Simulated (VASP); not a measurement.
# Na (Fm-3m) in VASP: notebook

The runs below take Na through single point, with LDA.

All numbers are computed with VASP 6.6.1; they aren't measurements. Logs are shortened: lines on timing, memory, paths and dates and some standing lists are left out, and cuts for length are marked.

### 1 The cell of the first run

Symmetry: Fm-3m, No. 225, cubic system. The conventional cell has a = 3.917 Å, b = 3.917 Å, c = 3.917 Å, α = 90.00°, β = 90.00°, γ = 90.00°. Na (site symmetry m-3m) has 12 Na at 2.77 Å within 3.7 Å.

### 2 Single point, LDA (volume scaled by 0.45)

Contents of INCAR:

```
  PREC = Accurate
  ENCUT = 520
  EDIFF = 1E-7
  ISMEAR = -1
  SIGMA = 0.05
  LREAL = F
  LASPH = T
  NELM = 100
  ALGO = Normal
  ISIF = 2
  LWAVE = F
  LCHARG = F
  NBANDS = 10
```

Contents of KPOINTS:

```
Automatic mesh
0
Gamma
  13 13 13
```

Contents of POSCAR:

```
Na
1.0
    0.0000000000      1.9586988101      1.9586988101
    1.9586988101      0.0000000000      1.9586988101
    1.9586988101      1.9586988101      0.0000000000
Na
1
Direct
    0.0000000000      0.0000000000      0.0000000000
```

Potentials or basis: VASP PAW LDA potentials, release 64 (Na_pv).

Launch:

```bash
> cat potpaw_LDA.64/Na_pv/POTCAR > POTCAR
> mpirun -np 1 vasp_std > vasp.out
```

OUTCAR:

```text
PREC = Accurate
   ENCUT = 520
   EDIFF = 1E-7
   ISMEAR = -1
   LREAL = F
   LASPH = T
   NELM = 100
   ISIF = 2

 ion  position               nearest neighbor table
   1  0.000  0.000  0.000-

  LATTYP: Found a face centered cubic cell.
 ALAT       =     3.9173976202

  Lattice vectors:

 A1 = (   0.0000000000,   1.9586988101,   1.9586988101)
 A2 = (   1.9586988101,   0.0000000000,   1.9586988101)
 A3 = (   1.9586988101,   1.9586988101,   0.0000000000)

Analysis of symmetry for initial positions (statically):
=====================================================================
 Subroutine PRICEL returns:
 Original cell was already a primitive cell.

 Routine SETGRP: Setting up the symmetry group for a
 face centered cubic supercell.

 Subroutine GETGRP returns: Found 48 space group operations
 (whereof 48 operations were pure point group operations)
 out of a pool of 48 trial point group operations.

The static configuration has the point symmetry O_h .

Analysis of symmetry for dynamics (positions and initial velocities):
=====================================================================
 Subroutine PRICEL returns:
 Original cell was already a primitive cell.

 Routine SETGRP: Setting up the symmetry group for a
 face centered cubic supercell.

 Subroutine GETGRP returns: Found 48 space group operations
 (whereof 48 operations were pure point group operations)
 out of a pool of 48 trial point group operations.

The dynamic configuration has the point symmetry O_h .

 Subroutine INISYM returns: Found 48 space group operations
 (whereof 48 operations are pure point group operations),
 and found     1 'primitive' translations

----------------------------------------------------------------------------------------

                                     Primitive cell

  volume of cell :      15.0291

  direct lattice vectors                    reciprocal lattice vectors
     0.000000000  1.958698810  1.958698810    -0.255271509  0.255271509  0.255271509
     1.958698810  0.000000000  1.958698810     0.255271509 -0.255271509  0.255271509
     1.958698810  1.958698810  0.000000000     0.255271509  0.255271509 -0.255271509

  length of vectors
     2.770018422  2.770018422  2.770018422     0.442143222  0.442143222  0.442143222

  position of ions in fractional coordinates (direct lattice)
     0.000000000  0.000000000  0.000000000

  ion indices of the primitive-cell ions
   primitive index   ion index
                 1           1

----------------------------------------------------------------------------------------

 KPOINTS: Automatic mesh

Automatic generation of k-mesh.
 Grid dimensions read from file:
 generate k-points for:   13   13   13

 Generating k-lattice:

  Cartesian coordinates                     Fractional coordinates (reciprocal lattice)
    -0.019636270  0.019636270  0.019636270     0.076923077  0.000000000  0.000000000
     0.019636270 -0.019636270  0.019636270     0.000000000  0.076923077  0.000000000
     0.019636270  0.019636270 -0.019636270     0.000000000  0.000000000  0.076923077

  Length of vectors
     0.034011017  0.034011017  0.034011017

  Shift w.r.t. Gamma in fractional coordinates (k-lattice)
     0.000000000  0.000000000  0.000000000

 Subroutine IBZKPT returns following result:
 ===========================================

 Found     84 irreducible k-points:

 Following reciprocal coordinates:
            Coordinates               Weight
  0.000000  0.000000  0.000000      1.000000
  0.076923  0.000000  0.000000      8.000000
  0.153846  0.000000  0.000000      8.000000
  0.230769  0.000000  0.000000      8.000000
  0.307692  0.000000  0.000000      8.000000
  0.384615  0.000000  0.000000      8.000000
[... 16 lines left out ...]
  0.384615  0.153846  0.000000     24.000000
  0.461538  0.153846  0.000000     24.000000
 [... further k-points ...]
   k-points           NKPTS =     84   k-points in BZ     NKDIM =     84   number of bands    NBANDS=     10
   number of dos      NEDOS =    301   number of ions     NIONS =      1
   total plane-waves  NPLWV =  13824
   dimension x,y,z NGX =    24 NGY =   24 NGZ =   24
   dimension x,y,z NGXF=    48 NGYF=   48 NGZF=   48
   ions per type =               1
   NGX,Y,Z   is equivalent  to a cutoff of  14.40, 14.40, 14.40 a.u.
   NGXF,Y,Z  is equivalent  to a cutoff of  28.81, 28.81, 28.81 a.u.
 SYSTEM =  unknown system
   PREC   = accura    normal or accurate (medium, high low for compatibility)
   ISTART =      0    job   : 0-new  1-cont  2-samecut
   ICHARG =      2    charge: 1-file 2-atom 10-const
   ISPIN  =      1    spin polarized calculation?
   LNONCOLLINEAR =      F non collinear calculations
   LSORBIT =      F    spin-orbit coupling
   LASPH  =      T    aspherical Exc in radial PAW
   ENCUT  =  520.0 eV  38.22 Ry    6.18 a.u.   5.15  5.15  5.15*2*pi/ulx,y,z
   NELM   =    100;   NELMIN=  2; NELMDL= -5     # of ELM steps
   EDIFF  = 0.1E-06   stopping-criterion for ELM
   LREAL  =      F    real-space projection
   EDIFFG = 0.1E-05   stopping-criterion for IOM
   NSW    =      0    number of steps for IOM
   IBRION =     -1    ionic relax: 0-MD 1-quasi-New 2-CG
   NFREE  =      0    steps in history (QN), initial steepest desc. (CG)
   ISIF   =      2    stress and relaxation
   ISYM   =      2    0-nonsym 1-usesym 2-fastsym
   POTIM  = 0.5000    time-step for ionic-motion
   TEBEG  =    0.0;   TEEND  =   0.0 temperature during run
   PSTRESS=    0.0 pullay stress
   NELECT =       7.0000    total number of electrons
   NUPDOWN=      -1.0000    fix difference up-down
   EMIN   =  10.00;   EMAX   =-10.00  energy-range for DOS
   EFERMI =   0.00;   METHOD = LEGACY
   ISMEAR =    -1;   SIGMA  =   0.05  broadening in eV -4-tet -1-fermi 0-gaus
   EFERMI_NEDOS =   21; number of points for ismear=-14 and -15
   IALGO  =     38    algorithm
   IMIX   =      4    mixing-type and parameters
     AMIX     =   0.40;   BMIX     =  1.00
     AMIX_MAG =   1.60;   BMIX_MAG =  1.00
  volume/ion in A,a.u.               =      15.03       101.42
  Fermi-wavevector in a.u.,A,eV,Ry     =   1.269005  2.398071 21.910449  1.610373
  Thomas-Fermi vector in A             =   2.402069
   LORBIT       =      0    0 simple, 1 ext, 2 COOP (PROOUT), +10 PAW based schemes
   GGA     = CA    functional components
   LHFCALC =     F    Hartree Fock is set to
   AEXX    =    0.0000 exact exchange contribution
   IVDW    =     0    specifies the selected vdW correction
   LEPSILON=     F    determine dielectric tensor
   LRPA    =     F    only Hartree local field effects (RPA)
 non-spin polarized calculation
  energy-cutoff  :      520.00
  volume of cell :       15.03
 maximum number of plane-waves:       415
 NGX is ok and might be reduce to    24
   NGX = 11   NGY = 11   NGZ = 11

 number of electron       7.0000001 magnetization

 Free energy of the ion-electron system (eV)
  ---------------------------------------------------
  ext. energy  EPLUGINS =         0.00000000
  ---------------------------------------------------
  free energy    TOTEN  =        -0.46768721 eV

  energy without entropy =       -0.46449093  energy(sigma->0) =       -0.46608907

 E-fermi :   4.6176     XC(G=0):  -9.9062

 val. band max:        4.4360889166   @ k =   0.3846   0.3846   0.0000
 cond. band min:       4.6330145075   @ k =  -0.3077   0.2308   0.0769
 fundamental gap:      0.1969255909
 Fermi energy:         4.6176091345

 k-point     1 :       0.0000    0.0000    0.0000
  band No.  band energies     occupation
      1     -20.5666      2.00000
      2     -20.5666      2.00000
      3     -20.5666      2.00000
      4      -1.2420      2.00000
      5      21.8962      0.00000
      6      21.8962      0.00000
      7      21.8962      0.00000
      8      24.3475      0.00000
      9      27.5605      0.00000
     10      27.5605      0.00000

 k-point     2 :       0.0769    0.0000    0.0000
  band No.  band energies     occupation
      1     -20.6036      2.00000
      2     -20.5704      2.00000
      3     -20.5704      2.00000
      4      -1.0474      2.00000
      5      19.8781      0.00000
      6      21.8272      0.00000
      7      21.8272      0.00000
      8      25.3866      0.00000
      9      27.2552      0.00000
     10      27.2556      0.00000

 k-point     3 :       0.1538    0.0000    0.0000
  band No.  band energies     occupation
      1     -20.7049      2.00000
      2     -20.5812      2.00000
      3     -20.5812      2.00000
      4      -0.4750      2.00000
      5      16.9935      0.00000
      6      21.6068      0.00000
      7      21.6068      0.00000
      8      24.7338      0.00000
      9      26.6800      0.00000
     10      26.6800      0.00000

 k-point     4 :       0.2308    0.0000    0.0000
  band No.  band energies     occupation
      1     -20.8440      2.00000
      2     -20.5962      2.00000
      3     -20.5962      2.00000
      4       0.4443      2.00000
      5      14.1838      0.00000
      6      21.2399      0.00000
      7      21.2399      0.00000
      8      23.8358      0.00000
      9      26.2165      0.00000
     10      26.2165      0.00000
[... 222 lines left out ...]
 k-point    22 :       0.3077    0.1538    0.0000
  band No.  band energies     occupation
      1     -20.9078      2.00000
      2     -20.6470      2.00000
      3     -20.6454      2.00000
      4       1.4386      2.00000
      5      13.5850      0.00000
      6      17.8465      0.00000
      7      19.3766      0.00000
      8      21.6947      0.00000
      9      28.3039      0.00000
     10      29.7583      0.00000

 k-point    23 :       0.3846    0.1538    0.0000
  band No.  band energies     occupation
      1     -21.0167      2.00000
      2     -20.6720      2.00000
      3     -20.6595      2.00000
      4       2.7210      2.00000
      5      11.1510      0.00000
      6      16.9427      0.00000
      7      19.2103      0.00000
      8      22.0905      0.00000
      9      28.6059      0.00000
     10      28.9870      0.00000

 k-point    24 :       0.4615    0.1538    0.0000
  band No.  band energies     occupation
      1     -21.0944      2.00000
      2     -20.6994      2.00000
      3     -20.6632      2.00000
      4       4.2398      1.99895
      5       8.9131      0.00000
      6      16.2779      0.00000
      7      19.2264      0.00000
      8      22.4011      0.00000
      9      28.2568      0.00000
     10      28.4659      0.00000

 [... further k-points ...]

------------------------ aborting loop because EDIFF is reached ----------------------------------------

  FORCE on cell =-STRESS in cart. coord.  units (eV):
  Direction    XX          YY          ZZ          XY          YZ          ZX
  --------------------------------------------------------------------------------------
  -------------------------------------------------------------------------------------
  Total        3.1172975      3.1172975      3.1172975     -0.0000000      0.0000000      0.0000000
  in kB      332.3195238    332.3195238    332.3195238     -0.0000000      0.0000000      0.0000000
  external PRESSURE =     332.3195238 kB  Pullay stress =       0.0000000 kB

 VOLUME and BASIS-vectors are now :
 -----------------------------------------------------------------------------
  energy-cutoff  :      520.00
  volume of cell :       15.03
      direct lattice vectors                 reciprocal lattice vectors
     0.000000000  1.958698810  1.958698810    -0.255271509  0.255271509  0.255271509
     1.958698810  0.000000000  1.958698810     0.255271509 -0.255271509  0.255271509
     1.958698810  1.958698810  0.000000000     0.255271509  0.255271509 -0.255271509

 POSITION                                       TOTAL-FORCE (eV/Angst)
 -----------------------------------------------------------------------------------
      0.00000      0.00000      0.00000         0.000000      0.000000      0.000000
 -----------------------------------------------------------------------------------
    total drift:                               -0.000000      0.000000     -0.000000

  FREE ENERGIE OF THE ION-ELECTRON SYSTEM (eV)
  ---------------------------------------------------
  free  energy   TOTEN  =        -0.4676872115 eV

  energy  without entropy=       -0.4644909270  energy(sigma->0) =       -0.46608907
```

Run time: 4.3 s. Hardware: 1 thread of Intel Xeon 6975P-C (Granite Rapids), shared host; peak memory 0.12 GiB.

What came out:

```
Free energy : -0.4677 eV
Pressure    : 33.2 GPa
```

Levels at points of the mesh, in eV from the Fermi level:
```csv
k point,band 1,band 2,band 3,band 4,band 5,band 6,band 7,band 8,band 9
"(0.00, 0.00, 0.00)",-25.18,-25.18,-25.18,-5.86,17.28,17.28,17.28,19.73,22.94
```

### 3 Single point, LDA (volume scaled by 0.45)

Contents of INCAR:

```
SYSTEM = Na
  PREC = Accurate
  ENCUT = 520
  EDIFF = 1E-6
  ISMEAR = -1
  SIGMA = 0.05
  LREAL = .FALSE.
  LASPH = .TRUE.
  NELM = 60
  ALGO = Normal
  ISIF = 2
  LWAVE = .FALSE.
  LCHARG = .FALSE.
  GGA = CA
  NBANDS = 10
```

Contents of KPOINTS:

```
Automatic mesh
0
G
  13 13 13
  0 0 0
```

POSCAR is that of step 2.

Potentials or basis: VASP PAW LDA potentials, release 64 (Na_pv).

Launch:

```bash
> cat potpaw_LDA.64/Na_pv/POTCAR > POTCAR
> mpirun -np 1 vasp_std > vasp.out
```

OUTCAR:

```text
SYSTEM = Na
   PREC = Accurate
   ENCUT = 520
   EDIFF = 1E-6
   ISMEAR = -1
   LREAL = .FALSE.
   LASPH = .TRUE.
   NELM = 60
   ISIF = 2
   GGA = CA

 ion  position               nearest neighbor table
   1  0.000  0.000  0.000-

  LATTYP: Found a face centered cubic cell.
 ALAT       =     3.9173976202

  Lattice vectors:

 A1 = (   0.0000000000,   1.9586988101,   1.9586988101)
 A2 = (   1.9586988101,   0.0000000000,   1.9586988101)
 A3 = (   1.9586988101,   1.9586988101,   0.0000000000)

Analysis of symmetry for initial positions (statically):
=====================================================================
 Subroutine PRICEL returns:
 Original cell was already a primitive cell.

 Routine SETGRP: Setting up the symmetry group for a
 face centered cubic supercell.

 Subroutine GETGRP returns: Found 48 space group operations
 (whereof 48 operations were pure point group operations)
 out of a pool of 48 trial point group operations.

The static configuration has the point symmetry O_h .

Analysis of symmetry for dynamics (positions and initial velocities):
=====================================================================
 Subroutine PRICEL returns:
[... 158 lines left out ...]
 cond. band min:       4.6331195597   @ k =  -0.3077   0.2308   0.0769
 fundamental gap:      0.1969352968
 Fermi energy:         4.6177118249

 k-point     1 :       0.0000    0.0000    0.0000
  band No.  band energies     occupation
      1     -20.5660      2.00000
      2     -20.5660      2.00000
      3     -20.5660      2.00000
      4      -1.2420      2.00000
      5      21.8959      0.00000
      6      21.8959      0.00000
      7      21.8959      0.00000
      8      24.3476      0.00000
      9      27.5605      0.00000
     10      27.5605      0.00000
[... 287 lines left out ...]
 k-point    24 :       0.4615    0.1538    0.0000
  band No.  band energies     occupation
      1     -21.0939      2.00000
      2     -20.6988      2.00000
      3     -20.6626      2.00000
      4       4.2399      1.99895
      5       8.9132      0.00000
      6      16.2779      0.00000
      7      19.2262      0.00000
      8      22.4011      0.00000
      9      28.2566      0.00000
     10      28.4659      0.00000

 [... further k-points ...]
[... 5 lines left out ...]
  --------------------------------------------------------------------------------------
  -------------------------------------------------------------------------------------
  Total        3.0938833      3.0938833      3.0938833     -0.0000000     -0.0000000      0.0000000
  in kB      329.8234508    329.8234508    329.8234508     -0.0000000     -0.0000000      0.0000000
  external PRESSURE =     329.8234508 kB  Pullay stress =       0.0000000 kB

 VOLUME and BASIS-vectors are now :
 -----------------------------------------------------------------------------
  energy-cutoff  :      520.00
  volume of cell :       15.03
      direct lattice vectors                 reciprocal lattice vectors
     0.000000000  1.958698810  1.958698810    -0.255271509  0.255271509  0.255271509
     1.958698810  0.000000000  1.958698810     0.255271509 -0.255271509  0.255271509
     1.958698810  1.958698810  0.000000000     0.255271509  0.255271509 -0.255271509

 POSITION                                       TOTAL-FORCE (eV/Angst)
 -----------------------------------------------------------------------------------
      0.00000      0.00000      0.00000         0.000000     -0.000000      0.000000
 -----------------------------------------------------------------------------------
    total drift:                               -0.000000      0.000000     -0.000000

  FREE ENERGIE OF THE ION-ELECTRON SYSTEM (eV)
  ---------------------------------------------------
  free  energy   TOTEN  =        -0.4676872944 eV

  energy  without entropy=       -0.4644910273  energy(sigma->0) =       -0.46608916
```

stdout:

```text
POSCAR found type information on POSCAR Na
 POSCAR found :  1 types and       1 ions
 scaLAPACK will be used
 LDA part: xc-table for (Slater(with rela. corr.)+CA(PZ))
 , standard interpolation
 POSCAR, INCAR and KPOINTS ok, starting setup
 FFT: planning ... GRIDC
 FFT: planning ... GRID_SOFT
 FFT: planning ... GRID
 WAVECAR not read
 entering main loop
```

Wall time 3.8 s (1 thread of Intel Xeon 6975P-C (Granite Rapids), shared host); peak memory 0.12 GiB.

What came out:

```
Free energy : -0.4677 eV
Pressure    : 33.0 GPa
```
